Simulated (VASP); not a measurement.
# Cu (Fm-3m) in VASP: further runs, part 3 of 3

VASP 6.6.1. Earlier steps stand in the parts before.

### Step 5. Relaxation of cell and atoms, BLYP+D3(BJ)

This run uses another cell than the first one, of 11.81 Å³/atom, 0.962 times its volume.

File INCAR:

```
PREC = Accurate
ENCUT = 600
EDIFF = 1E-7
ISMEAR = -1
SIGMA = 0.05
LREAL = False
LASPH = True
NELM = 80
ALGO = Normal
ISIF = 3
LWAVE = False
LCHARG = False
GGA = B5
ALDAX = 1.0
AGGAX = 1.0
AGGAC = 1.0
ALDAC = 0.0
IVDW = 12
VDW_S6 = 1.0
VDW_S8 = 2.6996
VDW_A1 = 0.4298
VDW_A2 = 4.2359
IBRION = 2
NSW = 60
EDIFFG = -0.01
```

File KPOINTS:

```
Automatic mesh
0
Gamma
  13 13 13
```

File POSCAR:

```
Cu
1.0
    0.0000000000      1.8075000000      1.8075000000
    1.8075000000      0.0000000000      1.8075000000
    1.8075000000      1.8075000000      0.0000000000
Cu
1
Direct
    0.0000000000      0.0000000000      0.0000000000
```

Potentials or basis: VASP PAW PBE potentials, release 64 (Cu).

Run with:

```bash
> cat potpaw_PBE.64/Cu/POTCAR > POTCAR
> mpirun -np 1 vasp_std > vasp.out
```

OUTCAR:

```text
PREC = Accurate
   ENCUT = 600
   EDIFF = 1E-7
   ISMEAR = -1
   LREAL = False
   LASPH = True
   NELM = 80
   ISIF = 3
   GGA = B5
   IVDW = 12
   IBRION = 2
   NSW = 60
   EDIFFG = -0.01
 IVDW          = 12

 ion  position               nearest neighbor table
   1  0.000  0.000  0.000-

  LATTYP: Found a face centered cubic cell.
 ALAT       =     3.6150000000

  Lattice vectors:

 A1 = (   0.0000000000,   1.8075000000,   1.8075000000)
 A2 = (   1.8075000000,   0.0000000000,   1.8075000000)
 A3 = (   1.8075000000,   1.8075000000,   0.0000000000)

Analysis of symmetry for initial positions (statically):
=====================================================================
 Subroutine PRICEL returns:
 Original cell was already a primitive cell.

 Routine SETGRP: Setting up the symmetry group for a
 face centered cubic supercell.

 Subroutine GETGRP returns: Found 48 space group operations
 (whereof 48 operations were pure point group operations)
 out of a pool of 48 trial point group operations.

The static configuration has the point symmetry O_h .

Analysis of symmetry for dynamics (positions and initial velocities):
=====================================================================
 Subroutine PRICEL returns:
 Original cell was already a primitive cell.

 Routine SETGRP: Setting up the symmetry group for a
 face centered cubic supercell.

 Subroutine GETGRP returns: Found 48 space group operations
 (whereof 48 operations were pure point group operations)
 out of a pool of 48 trial point group operations.

The dynamic configuration has the point symmetry O_h .

 Subroutine INISYM returns: Found 48 space group operations
 (whereof 48 operations are pure point group operations),
 and found     1 'primitive' translations

----------------------------------------------------------------------------------------

                                     Primitive cell

  volume of cell :      11.8104

  direct lattice vectors                    reciprocal lattice vectors
     0.000000000  1.807500000  1.807500000    -0.276625173  0.276625173  0.276625173
     1.807500000  0.000000000  1.807500000     0.276625173 -0.276625173  0.276625173
     1.807500000  1.807500000  0.000000000     0.276625173  0.276625173 -0.276625173

  length of vectors
     2.556191014  2.556191014  2.556191014     0.479128854  0.479128854  0.479128854

  position of ions in fractional coordinates (direct lattice)
     0.000000000  0.000000000  0.000000000

  ion indices of the primitive-cell ions
   primitive index   ion index
                 1           1

----------------------------------------------------------------------------------------

 KPOINTS: Automatic mesh

Automatic generation of k-mesh.
 Grid dimensions read from file:
 generate k-points for:   13   13   13

 Generating k-lattice:

  Cartesian coordinates                     Fractional coordinates (reciprocal lattice)
    -0.021278859  0.021278859  0.021278859     0.076923077  0.000000000  0.000000000
     0.021278859 -0.021278859  0.021278859     0.000000000  0.076923077  0.000000000
     0.021278859  0.021278859 -0.021278859     0.000000000  0.000000000  0.076923077

  Length of vectors
     0.036856066  0.036856066  0.036856066

  Shift w.r.t. Gamma in fractional coordinates (k-lattice)
     0.000000000  0.000000000  0.000000000

 Subroutine IBZKPT returns following result:
 ===========================================

 Found     84 irreducible k-points:

 Following reciprocal coordinates:
            Coordinates               Weight
  0.000000  0.000000  0.000000      1.000000
  0.076923  0.000000  0.000000      8.000000
  0.153846  0.000000  0.000000      8.000000
  0.230769  0.000000  0.000000      8.000000
  0.307692  0.000000  0.000000      8.000000
  0.384615  0.000000  0.000000      8.000000
[... 16 lines left out ...]
  0.384615  0.153846  0.000000     24.000000
  0.461538  0.153846  0.000000     24.000000
 [... further k-points ...]
   k-points           NKPTS =     84   k-points in BZ     NKDIM =     84   number of bands    NBANDS=      9
   number of dos      NEDOS =    301   number of ions     NIONS =      1
   total plane-waves  NPLWV =   8000
   dimension x,y,z NGX =    20 NGY =   20 NGZ =   20
   dimension x,y,z NGXF=    40 NGYF=   40 NGZF=   40
   ions per type =               1
   NGX,Y,Z   is equivalent  to a cutoff of  13.01, 13.01, 13.01 a.u.
   NGXF,Y,Z  is equivalent  to a cutoff of  26.01, 26.01, 26.01 a.u.
 SYSTEM =  unknown system
   PREC   = accura    normal or accurate (medium, high low for compatibility)
   ISTART =      0    job   : 0-new  1-cont  2-samecut
   ICHARG =      2    charge: 1-file 2-atom 10-const
   ISPIN  =      1    spin polarized calculation?
   LNONCOLLINEAR =      F non collinear calculations
   LSORBIT =      F    spin-orbit coupling
   LASPH  =      T    aspherical Exc in radial PAW
   ENCUT  =  600.0 eV  44.10 Ry    6.64 a.u.   5.11  5.11  5.11*2*pi/ulx,y,z
   NELM   =     80;   NELMIN=  2; NELMDL= -5     # of ELM steps
   EDIFF  = 0.1E-06   stopping-criterion for ELM
   LREAL  =      F    real-space projection
   EDIFFG = -.1E-01   stopping-criterion for IOM
   NSW    =     60    number of steps for IOM
   IBRION =      2    ionic relax: 0-MD 1-quasi-New 2-CG
   NFREE  =      1    steps in history (QN), initial steepest desc. (CG)
   ISIF   =      3    stress and relaxation
   ISYM   =      2    0-nonsym 1-usesym 2-fastsym
   POTIM  = 0.5000    time-step for ionic-motion
   TEBEG  =    0.0;   TEEND  =   0.0 temperature during run
   PSTRESS=    0.0 pullay stress
   NELECT =      11.0000    total number of electrons
   NUPDOWN=      -1.0000    fix difference up-down
   EMIN   =  10.00;   EMAX   =-10.00  energy-range for DOS
   EFERMI =   0.00;   METHOD = LEGACY
   ISMEAR =    -1;   SIGMA  =   0.05  broadening in eV -4-tet -1-fermi 0-gaus
   EFERMI_NEDOS =   21; number of points for ismear=-14 and -15
   IALGO  =     38    algorithm
   IMIX   =      4    mixing-type and parameters
     AMIX     =   0.40;   BMIX     =  1.00
     AMIX_MAG =   1.60;   BMIX_MAG =  1.00
  volume/ion in A,a.u.               =      11.81        79.70
  Fermi-wavevector in a.u.,A,eV,Ry     =   1.598763  3.021224 34.777078  2.556043
  Thomas-Fermi vector in A             =   2.696162
   LORBIT       =      0    0 simple, 1 ext, 2 COOP (PROOUT), +10 PAW based schemes
   GGA     = B5    functional components
   LHFCALC =     F    Hartree Fock is set to
   AEXX    =    0.0000 exact exchange contribution
   IVDW    =    12    specifies the selected vdW correction
   LEPSILON=     F    determine dielectric tensor
   LRPA    =     F    only Hartree local field effects (RPA)
 conjugate gradient relaxation of ions
 non-spin polarized calculation
  energy-cutoff  :      600.00
  volume of cell :       11.81
 maximum number of plane-waves:       411
   NGX = 11   NGY = 11   NGZ = 11

--------------------------------------- Ionic step        1  -------------------------------------------

 number of electron      11.0000001 magnetization

 Free energy of the ion-electron system (eV)
  ---------------------------------------------------
  ext. energy  EPLUGINS =         0.00000000
  ---------------------------------------------------
  free energy    TOTEN  =        -2.95358469 eV

  energy without entropy =       -2.95098526  energy(sigma->0) =       -2.95228498

------------------------ aborting loop because EDIFF is reached ----------------------------------------

 Edisp (eV)   -1.31854

 E8    (eV) :    -0.9614
[... 69 lines left out ...]
--------------------------------------- Ionic step        3  -------------------------------------------

 number of electron      11.0000011 magnetization

 Free energy of the ion-electron system (eV)
  ---------------------------------------------------
  ext. energy  EPLUGINS =         0.00000000
  ---------------------------------------------------
  free energy    TOTEN  =        -2.89056150 eV

  energy without entropy =       -2.88800859  energy(sigma->0) =       -2.88928504

 E-fermi :   9.0283     XC(G=0): -12.4855

 val. band max:        8.8178081111   @ k =   0.4615   0.2308   0.0000
 cond. band min:       9.0337817611   @ k =   0.4615   0.3077   0.0000
 fundamental gap:      0.2159736500
 Fermi energy:         9.0283210023

 k-point     1 :       0.0000    0.0000    0.0000
  band No.  band energies     occupation
      1      -0.8896      2.00000
      2       5.4981      2.00000
      3       5.4981      2.00000
      4       5.4981      2.00000
      5       6.3892      2.00000
      6       6.3892      2.00000
      7      32.1938      0.00000
      8      34.9234      0.00000
      9      34.9234      0.00000
[... 265 lines left out ...]
 k-point    24 :       0.4615    0.1538    0.0000
  band No.  band energies     occupation
      1       3.6508      2.00000
      2       5.1435      2.00000
      3       5.5456      2.00000
      4       5.7965      2.00000
      5       7.0375      2.00000
      6       8.4770      1.99997
      7      15.2112      0.00000
      8      26.3799      0.00000
      9      27.6621      0.00000

 [... further k-points ...]

------------------------ aborting loop because EDIFF is reached ----------------------------------------

 Edisp (eV)   -1.39978

 E8    (eV) :    -1.0211
[... 24 lines left out ...]
  FREE ENERGIE OF THE ION-ELECTRON SYSTEM (eV)
  ---------------------------------------------------
  free  energy   TOTEN  =        -4.2903369907 eV

  energy  without entropy=       -4.2877840793  energy(sigma->0) =       -4.28906054

 reached required accuracy - stopping structural energy minimisation
```

Wall time 69 s (1 thread of AMD EPYC 7R43 (Zen 3), shared host); peak memory 0.11 GiB.

What came out:

```
Free energy                            : -4.2903 eV
Relaxed volume                         : 11.16 Å³/atom
Relaxed cell                           : a = 2.508 Å, b = 2.508 Å, c = 2.508 Å, α = 60.00°, β = 60.00°, γ = 60.00°
Space group after relaxing (to 0.05 Å) : Fm-3m (No. 225)
Energy gained by relaxing              : 18.2 meV/atom
Ionic steps                            : 3
Pressure after relaxing                : 0.0 GPa
Dispersion energy per atom             : -1.400 eV
```

The path:
```csv
step,energy change (eV),largest force (eV/Å),pressure (GPa),volume (Å³)
1,0.0000,0.0000,-8.42,11.81
2,-0.0111,0.0000,6.33,10.78
3,-0.0182,0.0000,-0.03,11.16
```

Final structure:
```
CELL_PARAMETERS angstrom
0.00000 1.77354 1.77354
1.77354 0.00000 1.77354
1.77354 1.77354 0.00000
ATOMIC_POSITIONS crystal
Cu 0.00000 0.00000 0.00000
```

Caveat: the PAW data sets were made with another functional, which shifts forces and pressure a little; pairwise dispersion overbinds metals, which lowers pressure and volume.

### Step 6. The runs side by side

| task | level | cell | cutoff (eV) | gap on the mesh (eV) | pressure (GPa) |
| --- | --- | --- | --- | --- | --- |
| single point | revPBE | a = 2.590 Å, angles 60.0°, 1 atom | 520 | none | 0.2 |
| single point | revPBE | a = 2.606 Å, angles 60.0°, 1 atom | 520 | none | -2.1 |
| single point | BLYP+D3(BJ) | a = 2.505 Å, angles 60.0°, 1 atom | 520 | none | 0.7 |
| relaxation of cell and atoms | BLYP+D3(BJ) | relaxed from a = 2.556 Å, angles 60.0°, 1 atom | 600 | none | 0.0 |

Alike in all rows: potentials or basis VASP PAW PBE potentials, release 64 (Cu); no spin polarisation; k mesh 13 × 13 × 13; smearing fermi-dirac 0.05 eV.

Caveats: the PAW data sets were made with another functional, which shifts forces and pressure a little; pairwise dispersion overbinds metals, which lowers pressure and volume (some runs).

Total energies depend on the potentials used, so only differences within one code and one set of settings carry meaning.
